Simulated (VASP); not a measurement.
# NiO (F-43m) in VASP: settings compared, part 2 of 2

VASP 6.6.1. Earlier steps stand in the parts before.

### 3 Single point, B3LYP, collinear spin, ferromagnetic start

This run uses another cell than the first one, of 11.34 Å³/atom, 1.033 times its volume.

Contents of POSCAR:

```
NiO
1.0
    0.0000000000      2.2467228380      2.2467228380
    2.2467228380      0.0000000000      2.2467228380
    2.2467228380      2.2467228380      0.0000000000
Ni O
1 1
Direct
    0.0000000000      0.0000000000      0.0000000000
    0.2500000000      0.2500000000      0.2500000000
```

Contents of INCAR.step1:

```
ALGO = Normal
EDIFF = 1E-5
ENCUT = 520
GGA = PE
ISIF = 2
ISMEAR = -1
ISPIN = 2
LASPH = T
LCHARG = F
LMAXMIX = 4
LORBIT = 11
LREAL = F
LWAVE = T
MAGMOM = 1 0
NBANDS = 19
NELM = 150
PREC = Accurate
SIGMA = 0.05
```

Contents of INCAR.step2:

```
AEXX = 0.2
AGGAC = 0.81
AGGAX = 0.72
ALDAC = 0.19
ALGO = Normal
EDIFF = 1E-7
ENCUT = 520
GGA = B3
ISIF = 2
ISMEAR = -1
ISPIN = 2
ISTART = 1
LASPH = T
LCHARG = F
LHFCALC = T
LMAXMIX = 4
LORBIT = 11
LREAL = F
LWAVE = F
MAGMOM = 1 0
NBANDS = 19
NELM = 150
PREC = Accurate
PRECFOCK = Normal
SIGMA = 0.05
```

Contents of KPOINTS:

```
k-points
0
Gamma
  5 5 5
```

Potentials or basis: VASP PAW PBE potentials, release 64 (Ni, O).

On the command line:

```console
cat potpaw_PBE.64/Ni/POTCAR potpaw_PBE.64/O/POTCAR > POTCAR
cp INCAR.step1 INCAR
mpirun -np 1 vasp_std > vasp.out
cp INCAR.step2 INCAR
mpirun -np 1 vasp_std > vasp.out
```

OUTCAR:

```text
AEXX = 0.2
   EDIFF = 1E-7
   ENCUT = 520
   GGA = B3
   ISIF = 2
   ISMEAR = -1
   ISPIN = 2
   ISTART = 1
   LASPH = T
   LHFCALC = T
   LORBIT = 11
   LREAL = F
   NELM = 150
   PREC = Accurate
   PRECFOCK = Normal

 ion  position               nearest neighbor table
   1  0.000  0.000  0.000-   2 1.95   2 1.95   2 1.95   2 1.95
   2  0.250  0.250  0.250-   1 1.95   1 1.95   1 1.95   1 1.95

  LATTYP: Found a face centered cubic cell.
 ALAT       =     4.4934456760

  Lattice vectors:

 A1 = (   0.0000000000,   2.2467228380,   2.2467228380)
 A2 = (   2.2467228380,   0.0000000000,   2.2467228380)
 A3 = (   2.2467228380,   2.2467228380,   0.0000000000)

Analysis of symmetry for initial positions (statically):
=====================================================================
 Subroutine PRICEL returns:
 Original cell was already a primitive cell.

 Routine SETGRP: Setting up the symmetry group for a
 face centered cubic supercell.

 Subroutine GETGRP returns: Found 24 space group operations
 (whereof 24 operations were pure point group operations)
 out of a pool of 48 trial point group operations.

The static configuration has the point symmetry T_d .

Analysis of symmetry for dynamics (positions and initial velocities):
=====================================================================
 Subroutine PRICEL returns:
 Original cell was already a primitive cell.

 Routine SETGRP: Setting up the symmetry group for a
 face centered cubic supercell.

 Subroutine GETGRP returns: Found 24 space group operations
 (whereof 24 operations were pure point group operations)
 out of a pool of 48 trial point group operations.

The dynamic configuration has the point symmetry T_d .

Analysis of structural, dynamic, and magnetic symmetry:
=====================================================================
 Subroutine PRICEL returns:
 Original cell was already a primitive cell.

 Routine SETGRP: Setting up the symmetry group for a
 face centered cubic supercell.

 Subroutine GETGRP returns: Found 24 space group operations
 (whereof 24 operations were pure point group operations)
 out of a pool of 48 trial point group operations.

The overall configuration has the point symmetry T_d .

 Subroutine INISYM returns: Found 24 space group operations
 (whereof 24 operations are pure point group operations),
 and found     1 'primitive' translations

----------------------------------------------------------------------------------------

                                     Primitive cell

  volume of cell :      22.6819

  direct lattice vectors                    reciprocal lattice vectors
     0.000000000  2.246722838  2.246722838    -0.222546365  0.222546365  0.222546365
     2.246722838  0.000000000  2.246722838     0.222546365 -0.222546365  0.222546365
     2.246722838  2.246722838  0.000000000     0.222546365  0.222546365 -0.222546365

  length of vectors
     3.177345908  3.177345908  3.177345908     0.385461611  0.385461611  0.385461611

  position of ions in fractional coordinates (direct lattice)
     0.000000000  0.000000000  0.000000000
     0.250000000  0.250000000  0.250000000

  ion indices of the primitive-cell ions
   primitive index   ion index
                 1           1
[... 59 lines left out ...]
   LREAL  =      F    real-space projection
   EDIFFG = 0.1E-05   stopping-criterion for IOM
   NSW    =      0    number of steps for IOM
   IBRION =     -1    ionic relax: 0-MD 1-quasi-New 2-CG
   NFREE  =      0    steps in history (QN), initial steepest desc. (CG)
   ISIF   =      2    stress and relaxation
   ISYM   =      3    0-nonsym 1-usesym 2-fastsym
   POTIM  = 0.5000    time-step for ionic-motion
   TEBEG  =    0.0;   TEEND  =   0.0 temperature during run
   PSTRESS=    0.0 pullay stress
   NELECT =      16.0000    total number of electrons
   NUPDOWN=      -1.0000    fix difference up-down
   EMIN   =  10.00;   EMAX   =-10.00  energy-range for DOS
   EFERMI =   0.00;   METHOD = LEGACY
   ISMEAR =    -1;   SIGMA  =   0.05  broadening in eV -4-tet -1-fermi 0-gaus
   EFERMI_NEDOS =   21; number of points for ismear=-14 and -15
   IALGO  =     38    algorithm
   IMIX   =      1    mixing-type and parameters
     AMIX     =   0.40;   BMIX     =  1.00
     AMIX_MAG =   1.60;   BMIX_MAG =  1.00
  volume/ion in A,a.u.               =      11.34        76.53
  Fermi-wavevector in a.u.,A,eV,Ry     =   1.457321  2.753938 28.895856  2.123786
  Thomas-Fermi vector in A             =   2.574136
   LORBIT       =     11    0 simple, 1 ext, 2 COOP (PROOUT), +10 PAW based schemes
   GGA     = B3    functional components
   LHFCALC =     T    Hartree Fock is set to
   PRECFOCK=normal    Normal, Fast or Accurate (Low or Medium for compatibility)
   ENCUT4O =  -1.0   cutoff for four orbital integrals eV
   NKREDX  =     1    reduce k-point grid by
   NKREDY  =     1    reduce k-point grid by
   NKREDZ  =     1    reduce k-point grid by
   AEXX    =    0.2000 exact exchange contribution
   HFSCREEN=    0.0000 screening length (either q_TF or 0.3 A-1)
   HFSCREENC=   0.0000 screening length for correlation (either q_TF or 0.3 A-1)
   ENCUTFOCK=  -1.0 apply spherical cutoff to Coloumb kernel
   IVDW    =     0    specifies the selected vdW correction
   LEPSILON=     F    determine dielectric tensor
   LRPA    =     F    only Hartree local field effects (RPA)
 spin polarized calculation
  energy-cutoff  :      520.00
  volume of cell :       22.68
 maximum number of plane-waves:       620
  NGX = 18; NGY = 18; NGZ = 18

 number of electron      16.0000005 magnetization       1.9993620

 Free energy of the ion-electron system (eV)
  ---------------------------------------------------
  ext. energy  EPLUGINS =         0.00000000
  ---------------------------------------------------
  free energy    TOTEN  =       -14.63115400 eV

  energy without entropy =      -14.62473201  energy(sigma->0) =      -14.62794301

 E-fermi :   5.9452     XC(G=0):  -8.9631

 val. band max:        5.9194836086   @ k =  -0.4000   0.4000   0.2000
 cond. band min:       6.4634571851   @ k =  -0.2000   0.2000   0.0000
 fundamental gap:      0.5439735764
 Fermi energy:         5.9452401976

 spin component 1

 k-point     1 :       0.0000    0.0000    0.0000
  band No.  band energies     occupation
      1     -16.6051      1.00000
      2      -2.3939      1.00000
      3      -2.3939      1.00000
      4      -2.3939      1.00000
      5       0.6947      1.00000
      6       0.6947      1.00000
[... 196 lines left out ...]
      5       0.2805      1.00000
      6       0.4578      1.00000
[... 11 lines left out ...]
     18      35.5615      0.00000
     19      35.9012      0.00000
 Fermi energy:         5.9452401976

 spin component 2

 k-point     1 :       0.0000    0.0000    0.0000
  band No.  band energies     occupation
      1     -15.8240      1.00000
      2      -0.3543      1.00000
      3      -0.3543      1.00000
      4      -0.3543      1.00000
      5       1.9266      1.00000
      6       1.9268      1.00000
[... 197 lines left out ...]
      6       2.6578      1.00000
[... 11 lines left out ...]
     18      35.8473      0.00000
     19      36.0884      0.00000

------------------------ aborting loop because EDIFF is reached ----------------------------------------

  FORCE on cell =-STRESS in cart. coord.  units (eV):
  Direction    XX          YY          ZZ          XY          YZ          ZX
  --------------------------------------------------------------------------------------
  -------------------------------------------------------------------------------------
  Total        0.0754201      0.0754201      0.0754201     -0.0000000      0.0000000      0.0000000
  in kB        5.3274453      5.3274453      5.3274453     -0.0000000      0.0000000      0.0000000
  external PRESSURE =       5.3274453 kB  Pullay stress =       0.0000000 kB

 VOLUME and BASIS-vectors are now :
 -----------------------------------------------------------------------------
  energy-cutoff  :      520.00
  volume of cell :       22.68
      direct lattice vectors                 reciprocal lattice vectors
     0.000000000  2.246722838  2.246722838    -0.222546365  0.222546365  0.222546365
     2.246722838  0.000000000  2.246722838     0.222546365 -0.222546365  0.222546365
     2.246722838  2.246722838  0.000000000     0.222546365  0.222546365 -0.222546365

 POSITION                                       TOTAL-FORCE (eV/Angst)
 -----------------------------------------------------------------------------------
      0.00000      0.00000      0.00000        -0.000000     -0.000000     -0.000000
      1.12336      1.12336      1.12336         0.000000      0.000000      0.000000
 -----------------------------------------------------------------------------------
    total drift:                               -0.000020     -0.000005     -0.000021

  FREE ENERGIE OF THE ION-ELECTRON SYSTEM (eV)
  ---------------------------------------------------
  free  energy   TOTEN  =       -14.6311540048 eV

  energy  without entropy=      -14.6247320098  energy(sigma->0) =      -14.62794301

 total charge

# of ion       s       p       d       tot
------------------------------------------
    1        0.375   0.482   8.222   9.078
    2        1.548   3.476   0.000   5.024
--------------------------------------------------
tot          1.923   3.957   8.222  14.102

 magnetization (x)

# of ion       s       p       d       tot
------------------------------------------
    1       -0.008   0.025   1.598   1.615
    2        0.018   0.338   0.000   0.356
--------------------------------------------------
tot          0.010   0.363   1.598   1.971
```

Wall time 21 min (1 thread of AMD EPYC 7R13 (Zen 3), shared host); peak memory 0.13 GiB.

What came out:

```
Free energy                                           : -14.6312 eV
Pressure                                              : 0.5 GPa
Band gap on the k mesh                                : zero (filled and empty bands overlap)
Net moment                                            : 2.00 μB per cell
Site moments                                          : Ni +1.61; O +0.36 μB
Valence electrons inside the program's atomic spheres : Ni 9.08; O 5.02
```

Caveat: the k points lie up to 0.48 Å⁻¹ apart; the PAW data sets were made with another functional, which shifts forces and pressure a little; a cell with one magnetic atom can't hold antiferromagnetic order, which such compounds often take.

### 4 Single point, HSE06, collinear spin, ferromagnetic start

This run uses another cell than the first one, of 11.91 Å³/atom, 1.085 times its volume.

Contents of POSCAR:

```
NiO
1.0
    0.0000000000      2.2835484600      2.2835484600
    2.2835484600      0.0000000000      2.2835484600
    2.2835484600      2.2835484600      0.0000000000
Ni O
1 1
Direct
    0.0000000000      0.0000000000      0.0000000000
    0.2500000000      0.2500000000      0.2500000000
```

Contents of INCAR.step1:

```
SYSTEM = NiO
PREC = Accurate
ENCUT = 520
EDIFF = 1E-5
ISMEAR = -1
SIGMA = 0.05
LREAL = .FALSE.
LASPH = .TRUE.
NELM = 150
ALGO = Normal
ISIF = 2
LWAVE = .TRUE.
ISPIN = 2
MAGMOM = 1 0
LORBIT = 11
LMAXMIX = 4
NBANDS = 19
GGA = PE
```

Contents of INCAR.step2:

```
SYSTEM = NiO
PREC = Accurate
ENCUT = 520
EDIFF = 1E-6
ISMEAR = -1
SIGMA = 0.05
LREAL = .FALSE.
LASPH = .TRUE.
NELM = 150
ALGO = Normal
ISIF = 2
LWAVE = .FALSE.
LCHARG = .TRUE.
ISPIN = 2
MAGMOM = 1 0
LORBIT = 11
LMAXMIX = 4
GGA = PE
LHFCALC = .TRUE.
HFSCREEN = 0.2079
PRECFOCK = Normal
LELF = .TRUE.
LVHAR = .TRUE.
NBANDS = 19
ISTART = 1
```

Contents of KPOINTS:

```
regular mesh
0
G
  5 5 5
  0 0 0
```

On the command line:

```console
cat potpaw_PBE.64/Ni/POTCAR potpaw_PBE.64/O/POTCAR > POTCAR
cp INCAR.step1 INCAR
mpirun -np 1 vasp_std > vasp.out
cp INCAR.step2 INCAR
mpirun -np 1 vasp_std > vasp.out
```

It took 23 min on 1 thread of AMD EPYC 7R13 (Zen 3), shared host; peak memory 0.23 GiB.

The run converged. Its results:

```
Free energy                                           : -15.0093 eV
Pressure                                              : -11.0 GPa
Band gap on the k mesh                                : zero (filled and empty bands overlap)
Net moment                                            : 2.00 μB per cell
Site moments                                          : Ni +1.66; O +0.34 μB
Valence electrons inside the program's atomic spheres : Ni 8.96; O 5.00
```

Levels at points of the mesh, in eV from the Fermi level:
Spin up:
```tsv
k point	band 5	band 6	band 7	band 8	band 9	band 10	band 11	band 12	band 13	band 14
(0.00, 0.00, 0.00)	-5.68	-5.68	-2.43	-2.43	-2.43	0.30	14.17	14.17	14.17	20.46
```
Spin down:
```
           k point  band 3  band 4  band 5  band 6  band 7  band 8  band 9  band 10  band 11  band 12
(0.00, 0.00, 0.00)   -6.10   -6.10   -4.38   -4.38    0.39    2.16    2.16     2.16    14.38    14.38
```

Caveat: the k points lie up to 0.48 Å⁻¹ apart; the PAW data sets were made with another functional, which shifts forces and pressure a little; a cell with one magnetic atom can't hold antiferromagnetic order, which such compounds often take.

### 5 Relaxation of cell and atoms, PBE-based screened hybrid, collinear spin, ferromagnetic start

This run uses another cell than the first one, of 11.91 Å³/atom, 1.085 times its volume.

POSCAR is that of step 4.

Contents of INCAR.step1:

```
SYSTEM = NiO
  ALGO = Normal
  EDIFF = 1E-5
  ENCUT = 600
  GGA = PE
  ISMEAR = -1
  ISPIN = 2
  LASPH = .True.
  LCHARG = .False.
  LMAXMIX = 4
  LORBIT = 11
  LREAL = .False.
  LWAVE = .True.
  MAGMOM = 1 0
  NBANDS = 19
  NELM = 150
  PREC = Accurate
  SIGMA = 0.05
```

Contents of INCAR.step2:

```
SYSTEM = NiO
  AEXX = 0.25
  ALGO = Normal
  EDIFF = 1E-7
  EDIFFG = -0.01
  ENCUT = 600
  GGA = PE
  HFSCREEN = 0.3
  IBRION = 2
  ISIF = 3
  ISMEAR = -1
  ISPIN = 2
  ISTART = 1
  LASPH = .True.
  LCHARG = .False.
  LHFCALC = .True.
  LMAXMIX = 4
  LORBIT = 11
  LREAL = .False.
  LWAVE = .False.
  MAGMOM = 1 0
  NELM = 150
  NSW = 60
  PREC = Accurate
  PRECFOCK = Normal
  SIGMA = 0.05
```

Contents of KPOINTS:

```
k-points
0
Gamma
  5 5 5
  0 0 0
```

On the command line:

```console
cat potpaw_PBE.64/Ni/POTCAR potpaw_PBE.64/O/POTCAR > POTCAR
cp INCAR.step1 INCAR
mpirun -np 1 vasp_std > vasp.out
cp INCAR.step2 INCAR
mpirun -np 1 vasp_std > vasp.out
```

Run time: 67 min. Hardware: 1 thread of AMD EPYC 7R13 (Zen 3), shared host; peak memory 0.26 GiB.

The run converged. Its results:

```
Free energy                                           : -14.6757 eV
Relaxed volume                                        : 11.02 Å³/atom
Relaxed cell                                          : a = 3.147 Å, b = 3.147 Å, c = 3.147 Å, α = 60.00°, β = 60.00°, γ = 60.00°
Space group after relaxing (to 0.05 Å)                : F-43m (No. 216)
Energy gained by relaxing                             : 32.7 meV/atom
Ionic steps                                           : 3
Pressure after relaxing                               : 0.0 GPa
Band gap on the k mesh                                : zero (filled and empty bands overlap)
Net moment                                            : 2.00 μB per cell
Site moments                                          : Ni +1.65; O +0.34 μB
Valence electrons inside the program's atomic spheres : Ni 9.11; O 5.04
```

The path:
```tsv
step	energy change (eV)	largest force (eV/Å)	pressure (GPa)	volume (Å³)
1	0.0000	0.0000	-10.92	23.82
2	-0.0443	0.0000	7.74	21.13
3	-0.0655	0.0000	0.01	22.04
```

Final structure:
```xyz
2
Lattice="0.0000 2.2252 2.2252 2.2252 0.0000 2.2252 2.2252 2.2252 0.0000" Properties=species:S:1:pos:R:3 pbc="T T T"
Ni    0.0000    0.0000    0.0000
O     1.1126    1.1126    1.1126
```

Levels at points of the mesh, in eV from the Fermi level:
Spin up:
```tsv
k point	band 6	band 7	band 8	band 9	band 10	band 11	band 12	band 13
(0.00, 0.00, 0.00)	-5.59	-2.14	-2.14	-2.14	0.35	14.61	14.61	14.61
```
Spin down:
| k point | band 4 | band 5 | band 6 | band 7 | band 8 | band 9 | band 10 | band 11 |
| --- | --- | --- | --- | --- | --- | --- | --- | --- |
| (0.00, 0.00, 0.00) | -6.46 | -4.27 | -4.27 | 0.44 | 2.22 | 2.22 | 2.22 | 14.82 |

Caveat: the k points lie up to 0.49 Å⁻¹ apart in the final cell; the PAW data sets were made with another functional, which shifts forces and pressure a little; a cell with one magnetic atom can't hold antiferromagnetic order, which such compounds often take; semilocal functionals often make such compounds metallic where correlation or magnetic order opens a gap, which also shifts bond lengths.

### 6 The runs side by side

| task | level | cell | cutoff (eV) | screening parameter | share of exact exchange | gap on the mesh (eV) | pressure (GPa) | moment (μB) |
| --- | --- | --- | --- | --- | --- | --- | --- | --- |
| single point | HSE06 | a = 3.143 Å, angles 60.0°, 2 atoms | 520 | 0.2079 1/Å | - | none | 0.7 | 2.00 |
| single point | B3LYP | a = 3.177 Å, angles 60.0°, 2 atoms | 520 | - | - | none | 0.5 | 2.00 |
| single point | HSE06 | a = 3.229 Å, angles 60.0°, 2 atoms | 520 | 0.2079 1/Å | - | none | -11.0 | 2.00 |
| relaxation of cell and atoms | PBE-based screened hybrid | relaxed from a = 3.229 Å, angles 60.0°, 2 atoms | 600 | 0.3 1/Å | 0.25 | none | 0.0 | 2.00 |

Alike in all rows: potentials or basis VASP PAW PBE potentials, release 64 (Ni, O); spin collinear, ferromagnetic start; k mesh 5 × 5 × 5; smearing fermi-dirac 0.05 eV.

Caveats: all runs use coarse meshes; the PAW data sets were made with another functional, which shifts forces and pressure a little; a cell with one magnetic atom can't hold antiferromagnetic order, which such compounds often take; semilocal functionals often make such compounds metallic where correlation or magnetic order opens a gap, which also shifts bond lengths (some runs).

Absolute energies hang on the potentials; compare differences alone.
